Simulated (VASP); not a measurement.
# MoS2 in VASP: single point with PBE

Aim: the single point of MoS2 with PBE.

Everything below comes from runs of VASP 6.6.1. Logs are shortened: lines on timing, memory, paths and dates and some standing lists are left out, and cuts for length are marked.

### 1 The cell of the first run

The typed cell holds 6 atoms: a = 3.122 Å, b = 3.122 Å, c = 12.083 Å, α = 90.00°, β = 90.00°, γ = 120.00°.

### 2 Single point, PBE

File INCAR:

```
SYSTEM = MoS2
  PREC = Accurate
  ENCUT = 500
  EDIFF = 1E-6
  ISMEAR = -1
  SIGMA = 0.01
  LREAL = .FALSE.
  LASPH = .TRUE.
  NELM = 120
  ALGO = Normal
  ISIF = 2
  LWAVE = .FALSE.
  LCHARG = .FALSE.
  GGA = PE
  NBANDS = 35
  GGA_COMPAT = .FALSE.
```

File KPOINTS:

```
Automatic mesh
0
G
  8 8 2
  0 0 0
```

File POSCAR:

```
MoS2
1.0
    3.1223289321      0.0000000282      0.0000000000
   -1.5611644905      2.7040161600      0.0000000000
    0.0000000000      0.0000000000     12.0827026882
Mo S
2 4
Direct
    0.6656712805      0.3343287193      0.2500000000
    0.3343287199      0.6656712805      0.7500000001
    0.6666829040      0.3335326810      0.6192650727
    0.3333170963      0.6664673187      0.3807349275
    0.6664673187      0.3333170958      0.8807349276
    0.3335326816      0.6666829040      0.1192650726
```

Potentials or basis: VASP PAW PBE potentials, release 64 (Mo_sv, S).

Command:

```
> cat potpaw_PBE.64/Mo_sv/POTCAR potpaw_PBE.64/S/POTCAR > POTCAR
> mpirun -np 1 vasp_std > vasp.out
```

OUTCAR:

```text
SYSTEM = MoS2
   PREC = Accurate
   ENCUT = 500
   EDIFF = 1E-6
   ISMEAR = -1
   LREAL = .FALSE.
   LASPH = .TRUE.
   NELM = 120
   ISIF = 2
   GGA = PE

 ion  position               nearest neighbor table
   1  0.666  0.334  0.250-   6 2.39   4 2.39   6 2.40   4 2.40   4 2.40   6 2.40
   2  0.334  0.666  0.750-   3 2.39   5 2.39   5 2.40   3 2.40   3 2.40   5 2.40
   3  0.667  0.334  0.619-   2 2.39   2 2.40   2 2.40
   4  0.333  0.666  0.381-   1 2.39   1 2.40   1 2.40
   5  0.666  0.333  0.881-   2 2.39   2 2.40   2 2.40
   6  0.334  0.667  0.119-   1 2.39   1 2.40   1 2.40

  LATTYP: Found a hexagonal cell.
 ALAT       =     3.1223289321
 C/A-ratio  =     3.8697725163

  Lattice vectors:

 A1 = (   3.1223289321,   0.0000000282,   0.0000000000)
 A2 = (  -1.5611644905,   2.7040161600,   0.0000000000)
 A3 = (   0.0000000000,   0.0000000000,  12.0827026882)

Analysis of symmetry for initial positions (statically):
=====================================================================
 Subroutine PRICEL returns:
 Original cell was already a primitive cell.

 Routine SETGRP: Setting up the symmetry group for a
 hexagonal supercell.

 Subroutine GETGRP returns: Found  4 space group operations
 (whereof  2 operations were pure point group operations)
 out of a pool of 24 trial point group operations.

The static configuration has the point symmetry S_2 .
 The point group associated with its full space group is C_2h.

Analysis of symmetry for dynamics (positions and initial velocities):
=====================================================================
 Subroutine PRICEL returns:
 Original cell was already a primitive cell.

 Routine SETGRP: Setting up the symmetry group for a
 hexagonal supercell.

 Subroutine GETGRP returns: Found  4 space group operations
 (whereof  2 operations were pure point group operations)
 out of a pool of 24 trial point group operations.

The dynamic configuration has the point symmetry S_2 .
 The point group associated with its full space group is C_2h.

 Subroutine INISYM returns: Found  4 space group operations
 (whereof  2 operations are pure point group operations),
 and found     1 'primitive' translations

----------------------------------------------------------------------------------------

[... 99 lines left out ...]
   NELM   =    120;   NELMIN=  2; NELMDL= -5     # of ELM steps
   EDIFF  = 0.1E-05   stopping-criterion for ELM
   LREAL  =      F    real-space projection
   EDIFFG = 0.1E-04   stopping-criterion for IOM
   NSW    =      0    number of steps for IOM
   IBRION =     -1    ionic relax: 0-MD 1-quasi-New 2-CG
   NFREE  =      0    steps in history (QN), initial steepest desc. (CG)
   ISIF   =      2    stress and relaxation
   ISYM   =      2    0-nonsym 1-usesym 2-fastsym
   POTIM  = 0.5000    time-step for ionic-motion
   TEBEG  =    0.0;   TEEND  =   0.0 temperature during run
   PSTRESS=    0.0 pullay stress
   NELECT =      52.0000    total number of electrons
   NUPDOWN=      -1.0000    fix difference up-down
   EMIN   =  10.00;   EMAX   =-10.00  energy-range for DOS
   EFERMI =   0.00;   METHOD = LEGACY
   ISMEAR =    -1;   SIGMA  =   0.01  broadening in eV -4-tet -1-fermi 0-gaus
   EFERMI_NEDOS =   21; number of points for ismear=-14 and -15
   IALGO  =     38    algorithm
   IMIX   =      4    mixing-type and parameters
     AMIX     =   0.40;   BMIX     =  1.00
     AMIX_MAG =   1.60;   BMIX_MAG =  1.00
  volume/ion in A,a.u.               =      17.00       114.74
  Fermi-wavevector in a.u.,A,eV,Ry     =   1.307752  2.471292 23.268878  1.710214
  Thomas-Fermi vector in A             =   2.438465
   LORBIT       =      0    0 simple, 1 ext, 2 COOP (PROOUT), +10 PAW based schemes
   GGA     = PE    functional components
   LHFCALC =     F    Hartree Fock is set to
   AEXX    =    0.0000 exact exchange contribution
   IVDW    =     0    specifies the selected vdW correction
   LEPSILON=     F    determine dielectric tensor
   LRPA    =     F    only Hartree local field effects (RPA)
 non-spin polarized calculation
  energy-cutoff  :      500.00
  volume of cell :      102.01
 maximum number of plane-waves:      2613
   NGX = 11   NGY = 11   NGZ = 45

 number of electron      52.0000006 magnetization

 Free energy of the ion-electron system (eV)
  ---------------------------------------------------
  ext. energy  EPLUGINS =         0.00000000
  ---------------------------------------------------
  free energy    TOTEN  =       -43.47958860 eV

  energy without entropy =      -43.47958860  energy(sigma->0) =      -43.47958860

 E-fermi :   8.3572     XC(G=0): -11.1214

 val. band max:        8.1137495252   @ k =   0.0000   0.0000   0.0000
 cond. band min:       9.0152861751   @ k =   0.2500   0.1250   0.0000
 fundamental gap:      0.9015366498
 Fermi energy:         8.3572216148

 k-point     1 :       0.0000    0.0000    0.0000
  band No.  band energies     occupation
      1     -53.3379      2.00000
      2     -53.3379      2.00000
      3     -27.5186      2.00000
      4     -27.5185      2.00000
      5     -27.2419      2.00000
      6     -27.2419      2.00000
[... 901 lines left out ...]
     34      10.7340      0.00000
     35      15.0551      0.00000

 [... further k-points ...]

------------------------ aborting loop because EDIFF is reached ----------------------------------------

  FORCE on cell =-STRESS in cart. coord.  units (eV):
  Direction    XX          YY          ZZ          XY          YZ          ZX
  --------------------------------------------------------------------------------------
  -------------------------------------------------------------------------------------
  Total        4.1154523      4.0372706      2.2240467     -0.0677074      0.0163441      0.0094363
  in kB       64.6362466     63.4083444     34.9303108     -1.0633945      0.2566957      0.1482036
  external PRESSURE =      54.3249673 kB  Pullay stress =       0.0000000 kB

 VOLUME and BASIS-vectors are now :
 -----------------------------------------------------------------------------
  energy-cutoff  :      500.00
  volume of cell :      102.01
      direct lattice vectors                 reciprocal lattice vectors
     3.122328932  0.000000028  0.000000000     0.320273750  0.184910139  0.000000000
    -1.561164490  2.704016160  0.000000000    -0.000000003  0.369820273  0.000000000
     0.000000000  0.000000000 12.082702688     0.000000000  0.000000000  0.082762940

 POSITION                                       TOTAL-FORCE (eV/Angst)
 -----------------------------------------------------------------------------------
      1.55650      0.90403      3.02068         0.105192     -0.060733     -0.000000
      0.00466      1.79999      9.06203        -0.105192      0.060733     -0.000000
      1.56090      0.90188      7.48240         0.050216     -0.032677      0.119858
      0.00026      1.80214      4.60031        -0.050216      0.032677     -0.119858
      1.56057      0.90129     10.64166         0.053407     -0.027150     -0.119858
      0.00060      1.80272      1.44104        -0.053407      0.027150      0.119858
 -----------------------------------------------------------------------------------
    total drift:                               -0.000002     -0.000003     -0.000006

  FREE ENERGIE OF THE ION-ELECTRON SYSTEM (eV)
  ---------------------------------------------------
  free  energy   TOTEN  =       -43.4795886017 eV

  energy  without entropy=      -43.4795886017  energy(sigma->0) =      -43.47958860
```

OSZICAR:

```text
N       E                     dE             d eps       ncg     rms          rms(c)
DAV:   1     0.434851548465E+03    0.43485E+03   -0.28819E+04  3244   0.138E+03
DAV:   2    -0.243203778649E+02   -0.45917E+03   -0.44399E+03  3496   0.366E+02
DAV:   3    -0.458683294887E+02   -0.21548E+02   -0.21151E+02  3580   0.725E+01
DAV:   4    -0.462845923956E+02   -0.41626E+00   -0.41510E+00  3481   0.101E+01
DAV:   5    -0.462921340887E+02   -0.75417E-02   -0.75405E-02  3462   0.139E+00    0.354E+01
DAV:   6    -0.442285766223E+02    0.20636E+01   -0.11504E+01  3213   0.219E+01    0.129E+01
DAV:   7    -0.438808132884E+02    0.34776E+00   -0.60177E+00  3160   0.146E+01    0.844E+00
DAV:   8    -0.434772133586E+02    0.40360E+00   -0.92866E-01  3178   0.654E+00    0.316E+00
DAV:   9    -0.434896230199E+02   -0.12410E-01   -0.11042E-01  3377   0.166E+00    0.144E+00
DAV:  10    -0.434795909848E+02    0.10032E-01   -0.38686E-02  3171   0.132E+00    0.387E-01
DAV:  11    -0.434797405991E+02   -0.14961E-03   -0.21860E-03  3214   0.250E-01    0.204E-01
DAV:  12    -0.434795900097E+02    0.15059E-03   -0.32894E-04  3315   0.104E-01    0.121E-01
DAV:  13    -0.434795859707E+02    0.40390E-05   -0.16811E-04  3322   0.660E-02    0.705E-03
DAV:  14    -0.434795883409E+02   -0.23703E-05   -0.11082E-05  2910   0.167E-02    0.185E-02
DAV:  15    -0.434795886017E+02   -0.26071E-06   -0.18014E-06  2635   0.736E-03
   1 F= -.43479589E+02 E0= -.43479589E+02  d E =-.105656E-12
```

stdout:

```text
POSCAR found type information on POSCAR MoS
 POSCAR found :  2 types and       6 ions
 scaLAPACK will be used
 LDA part: xc-table for (Slater+PW92), standard interpolation
 POSCAR, INCAR and KPOINTS ok, starting setup
 FFT: planning ... GRIDC
 FFT: planning ... GRID_SOFT
 FFT: planning ... GRID
 WAVECAR not read
 entering main loop
```

Wall time 2.2 min (1 thread of Intel Xeon 8259CL, shared host); peak memory 0.24 GiB.

What came out:

```yaml
Free_energy: -43.4796 eV
Pressure: 5.4 GPa
Largest_force: 0.134 eV/Å
Band_gap_on_the_k_mesh: 0.90 eV (least direct gap 2.05 eV)
```

Forces in eV/Å, atoms in the order of the input:
```
Mo   0.105 -0.061  0.000
Mo  -0.105  0.061  0.000
S    0.050 -0.033  0.120
S   -0.050  0.033 -0.120
S    0.053 -0.027 -0.120
S   -0.053  0.027  0.120
```

Caveat: the cell stands under pressure. A k mesh can miss the band edges.
